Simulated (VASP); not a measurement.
# AlN (lda) (F-43m) in VASP: notebook, part 2 of 2

VASP 6.6.1. The steps go on from the part before.

### 3 Single point, LDA

The input, INCAR:

```
PREC = Accurate
ENCUT = 600
EDIFF = 1E-6
ISMEAR = 0
SIGMA = 0.01
LREAL = False
LASPH = True
NELM = 120
ALGO = Normal
ISIF = 2
LWAVE = False
LCHARG = False
NBANDS = 11
GGA_COMPAT = False
```

The input, KPOINTS:

```
regular mesh
0
Gamma
  8 8 8
```

The input, POSCAR:

```
AlN
1.0
    0.0000000000      2.1710418872      2.1710418872
    2.1710418872      0.0000000000      2.1710418872
    2.1710418872      2.1710418872      0.0000000000
Al N
1 1
Direct
    0.0000000000      0.0000000000      0.0000000000
    0.2500000000      0.2500000000      0.2500000000
```

Potentials or basis: VASP PAW LDA potentials, release 64 (Al, N).

Launch:

```bash
$ cat potpaw_LDA.64/Al/POTCAR potpaw_LDA.64/N/POTCAR > POTCAR
$ mpirun -np 1 vasp_std > vasp.out
```

OUTCAR:

```text
PREC = Accurate
   ENCUT = 600
   EDIFF = 1E-6
   ISMEAR = 0
   LREAL = False
   LASPH = True
   NELM = 120
   ISIF = 2

 ion  position               nearest neighbor table
   1  0.000  0.000  0.000-   2 1.88   2 1.88   2 1.88   2 1.88
   2  0.250  0.250  0.250-   1 1.88   1 1.88   1 1.88   1 1.88

  LATTYP: Found a face centered cubic cell.
 ALAT       =     4.3420837744

  Lattice vectors:

 A1 = (   0.0000000000,   2.1710418872,   2.1710418872)
 A2 = (   2.1710418872,   0.0000000000,   2.1710418872)
 A3 = (   2.1710418872,   2.1710418872,   0.0000000000)

Analysis of symmetry for initial positions (statically):
=====================================================================
 Subroutine PRICEL returns:
 Original cell was already a primitive cell.

 Routine SETGRP: Setting up the symmetry group for a
 face centered cubic supercell.

 Subroutine GETGRP returns: Found 24 space group operations
 (whereof 24 operations were pure point group operations)
 out of a pool of 48 trial point group operations.

The static configuration has the point symmetry T_d .

Analysis of symmetry for dynamics (positions and initial velocities):
=====================================================================
[... 165 lines left out ...]

 k-point     1 :       0.0000    0.0000    0.0000
  band No.  band energies     occupation
      1      -9.0503      2.00000
      2       5.8781      2.00000
      3       5.8781      2.00000
      4       5.8781      2.00000
      5      10.2727      0.00000
      6      18.3875      0.00000
      7      18.3875      0.00000
      8      18.3875      0.00000
      9      23.5432      0.00000
     10      23.5432      0.00000
     11      24.9625      0.00000
[... 309 lines left out ...]
 k-point    24 :      -0.3750    0.2500    0.1250
  band No.  band energies     occupation
      1      -6.5354      2.00000
      2       0.6208      2.00000
      3       3.6095      2.00000
      4       4.7345      2.00000
      5      12.9292      0.00000
      6      15.1584      0.00000
      7      18.0432      0.00000
      8      18.5357      0.00000
      9      23.0353      0.00000
     10      24.6292      0.00000
     11      27.9455      0.00000

 [... further k-points ...]
[... 5 lines left out ...]
  --------------------------------------------------------------------------------------
  -------------------------------------------------------------------------------------
  Total        0.0730687      0.0730687      0.0730687     -0.0000000     -0.0000000     -0.0000000
  in kB        5.7201514      5.7201514      5.7201514     -0.0000000     -0.0000000     -0.0000000
  external PRESSURE =       5.7201514 kB  Pullay stress =       0.0000000 kB

 VOLUME and BASIS-vectors are now :
 -----------------------------------------------------------------------------
  energy-cutoff  :      600.00
  volume of cell :       20.47
      direct lattice vectors                 reciprocal lattice vectors
     0.000000000  2.171041887  2.171041887    -0.230304170  0.230304170  0.230304170
     2.171041887  0.000000000  2.171041887     0.230304170 -0.230304170  0.230304170
     2.171041887  2.171041887  0.000000000     0.230304170  0.230304170 -0.230304170

 POSITION                                       TOTAL-FORCE (eV/Angst)
 -----------------------------------------------------------------------------------
      0.00000      0.00000      0.00000         0.000000      0.000000      0.000000
      1.08552      1.08552      1.08552        -0.000000     -0.000000     -0.000000
 -----------------------------------------------------------------------------------
    total drift:                               -0.000000     -0.000000     -0.000000

  FREE ENERGIE OF THE ION-ELECTRON SYSTEM (eV)
  ---------------------------------------------------
  free  energy   TOTEN  =       -16.3758992512 eV

  energy  without entropy=      -16.3758992512  energy(sigma->0) =      -16.37589925
```

OSZICAR:

```text
N       E                     dE             d eps       ncg     rms          rms(c)
DAV:   1     0.116113429423E+02    0.11611E+02   -0.42739E+03   646   0.696E+02
DAV:   2    -0.180940903870E+02   -0.29705E+02   -0.28703E+02   759   0.137E+02
DAV:   3    -0.189393299378E+02   -0.84524E+00   -0.84423E+00   782   0.213E+01
DAV:   4    -0.189431411818E+02   -0.38112E-02   -0.38111E-02   728   0.174E+00
DAV:   5    -0.189431741767E+02   -0.32995E-04   -0.32995E-04   764   0.153E-01    0.874E+00
DAV:   6    -0.164490206964E+02    0.24942E+01   -0.12729E+01   710   0.176E+01    0.295E+00
DAV:   7    -0.164052853654E+02    0.43735E-01   -0.11260E-01   737   0.267E+00    0.196E+00
DAV:   8    -0.163764850408E+02    0.28800E-01   -0.31263E-02   719   0.158E+00    0.404E-01
DAV:   9    -0.163758866933E+02    0.59835E-03   -0.20783E-03   755   0.281E-01    0.187E-01
DAV:  10    -0.163759028199E+02   -0.16127E-04   -0.11962E-04   722   0.777E-02    0.539E-02
DAV:  11    -0.163758992804E+02    0.35395E-05   -0.33705E-06   749   0.151E-02    0.984E-03
DAV:  12    -0.163758992512E+02    0.29148E-07   -0.69377E-08   400   0.202E-03
   1 F= -.16375899E+02 E0= -.16375899E+02  d E =-.840097E-96
```

stdout:

```text
POSCAR found type information on POSCAR AlN
 POSCAR found :  2 types and       2 ions
 scaLAPACK will be used
 LDA part: xc-table for (Slater(with rela. corr.)+CA(PZ))
 , standard interpolation
 POSCAR, INCAR and KPOINTS ok, starting setup
 FFT: planning ... GRIDC
 FFT: planning ... GRID_SOFT
 FFT: planning ... GRID
 WAVECAR not read
 entering main loop
```

Wall time 16 s (1 thread of AMD EPYC 7R13, shared host); peak memory 0.1 GiB.

Results:

```
Free energy            : -16.3759 eV
Pressure               : 0.6 GPa
Band gap on the k mesh : 3.23 eV, indirect (least direct gap 4.39 eV)
```

Levels at points of the mesh, in eV from the valence-band top:
```csv
k point,band 1,band 2,band 3,band 4,band 5,band 6,band 7,band 8,band 9
"(0.00, 0.00, 0.00)",-14.93,0.00,0.00,0.00,4.39,12.51,12.51,12.51,17.67
"(0.50, 0.00, 0.00)",-12.75,-5.99,-0.49,-0.49,7.43,9.89,11.07,11.07,17.98
"(0.50, 0.50, 0.00)",-12.08,-5.01,-1.81,-1.81,3.23,8.52,13.99,15.71,15.71
```

### 4 Single point, LDA

The input, INCAR:

```
ALGO     = Normal         # electronic algorithm
EDIFF    = 1E-6           # SCF threshold, eV
ENCUT    = 600            # plane-wave cutoff, eV
GGA      = CA             # functional
GGA_COMPAT= F            
ISIF     = 2              # what is computed and relaxed
ISMEAR   = 0              # smearing method
LASPH    = T              # aspherical terms in the spheres
LCHARG   = F              # write CHGCAR
LREAL    = F              # projectors in reciprocal space
LWAVE    = F              # write WAVECAR
NBANDS   = 11             # bands
NELM     = 120            # most SCF steps
PREC     = Accurate       # precision mode
SIGMA    = 0.01           # smearing width, eV
```

The input, KPOINTS:

```
k-points
0
Gamma
  8 8 8
```

POSCAR is that of step 3.

Launch:

```bash
$ cat potpaw_LDA.64/Al/POTCAR potpaw_LDA.64/N/POTCAR > POTCAR
$ mpirun -np 1 vasp_std > vasp.out
```

It took 16 s on 1 thread of AMD EPYC 7R13, shared host; peak memory 0.1 GiB.

It converged, with:

```
Free energy            : -16.3759 eV
Pressure               : 0.6 GPa
Band gap on the k mesh : 3.23 eV, indirect (least direct gap 4.39 eV)
```

Levels at points of the mesh, in eV from the valence-band top:
| k point | band 1 | band 2 | band 3 | band 4 | band 5 | band 6 | band 7 | band 8 |
| --- | --- | --- | --- | --- | --- | --- | --- | --- |
| (0.00, 0.00, 0.00) | -14.93 | 0.00 | 0.00 | 0.00 | 4.39 | 12.51 | 12.51 | 12.51 |
| (0.50, 0.00, 0.00) | -12.75 | -5.99 | -0.49 | -0.49 | 7.43 | 9.89 | 11.07 | 11.07 |
| (0.50, 0.50, 0.00) | -12.08 | -5.01 | -1.81 | -1.81 | 3.23 | 8.52 | 13.99 | 15.71 |

A k mesh can miss the band edges.

### 5 Relaxation of cell and atoms, LDA

This run uses another cell than the first one, of 10.50 Å³/atom, 1.026 times its volume.

The input, INCAR:

```
SYSTEM = AlN
PREC     = Accurate       ! precision mode
ENCUT    = 600            ! plane-wave cutoff, eV
EDIFF    = 1E-7           ! SCF threshold, eV
ISMEAR   = 0              ! smearing method
SIGMA    = 0.02           ! smearing width, eV
LREAL    = .False.        ! projectors in reciprocal space
LASPH    = .True.         ! aspherical terms in the spheres
NELM     = 120            ! most SCF steps
ALGO     = Normal         ! electronic algorithm
ISIF     = 3              ! what is computed and relaxed
LWAVE    = .False.        ! write WAVECAR
LCHARG   = .False.        ! write CHGCAR
GGA      = CA             ! functional
IBRION   = 2              ! ionic algorithm
NSW      = 100            ! ionic steps
EDIFFG   = -0.002         ! ionic threshold
GGA_COMPAT= .False.      
NELMIN   = 4
```

The input, KPOINTS:

```
Automatic mesh
0
Gamma
  8 8 8
  0 0 0
```

The input, POSCAR:

```
AlN
1.0
    0.0000000000      2.1900000000      2.1900000000
    2.1900000000      0.0000000000      2.1900000000
    2.1900000000      2.1900000000      0.0000000000
Al N
1 1
Direct
    0.0000000000      0.0000000000      0.0000000000
    0.2500000000      0.2500000000      0.2500000000
```

Launch:

```bash
$ cat potpaw_LDA.64/Al/POTCAR potpaw_LDA.64/N/POTCAR > POTCAR
$ mpirun -np 1 vasp_std > vasp.out
```

Run time: 25 s. Hardware: 1 thread of AMD EPYC 7R13, shared host; peak memory 0.11 GiB.

It converged, with:

* Free energy: -16.3766 eV
* Relaxed volume: 10.26 Å³/atom
* Relaxed cell: a = 3.073 Å, b = 3.073 Å, c = 3.073 Å, α = 60.00°, β = 60.00°, γ = 60.00°
* Space group after relaxing (to 0.05 Å): F-43m (No. 216)
* Energy gained by relaxing: 3.7 meV/atom
* Ionic steps: 3
* Pressure after relaxing: 0.0 GPa
* Band gap on the k mesh: 3.23 eV, indirect (least direct gap 4.37 eV)

The path:
| step | energy change (eV) | largest force (eV/Å) | pressure (GPa) | volume (Å³) |
| --- | --- | --- | --- | --- |
| 1 | 0.0000 | 0.0000 | -4.73 | 21.01 |
| 2 | -0.0008 | 0.0000 | 4.79 | 20.08 |
| 3 | -0.0073 | 0.0000 | -0.02 | 20.52 |

Final structure:
```yaml
crystal:
  lattice:
    - [0.00000, 2.17301, 2.17301]
    - [2.17301, 0.00000, 2.17301]
    - [2.17301, 2.17301, 0.00000]
  atoms:
    - { symbol: Al, position: [0.00000, 0.00000, 0.00000] }
    - { symbol: N, position: [0.25000, 0.25000, 0.25000] }
```

Levels at points of the mesh, in eV from the valence-band top:
| k point | band 2 | band 3 | band 4 | band 5 | band 6 | band 7 |
| --- | --- | --- | --- | --- | --- | --- |
| (0.00, 0.00, 0.00) | 0.00 | 0.00 | 0.00 | 4.37 | 12.48 | 12.48 |
| (0.50, 0.00, 0.00) | -5.97 | -0.49 | -0.49 | 7.41 | 9.87 | 11.06 |
| (0.50, 0.50, 0.00) | -5.00 | -1.81 | -1.81 | 3.23 | 8.50 | 13.96 |

A k mesh can miss the band edges. A hybrid or GW would open this gap; LDA tends to underestimate it.

### 6 Summary

```tsv
task	cell	smearing	gap on the mesh (eV)	pressure (GPa)
single point	a = 3.070 Å, angles 60.0°, 2 atoms	gaussian 0.02 eV	3.23	0.6
single point	a = 3.070 Å, angles 60.0°, 2 atoms	gaussian 0.01 eV	3.23	0.6
relaxation of cell and atoms	relaxed from a = 3.097 Å, angles 60.0°, 2 atoms	gaussian 0.02 eV	3.23	0.0
```

Alike in all rows: level LDA; potentials or basis VASP PAW LDA potentials, release 64 (Al, N); no spin polarisation; k mesh 8 × 8 × 8; cutoff (eV) 600.

Absolute energies hang on the potentials; compare differences alone.
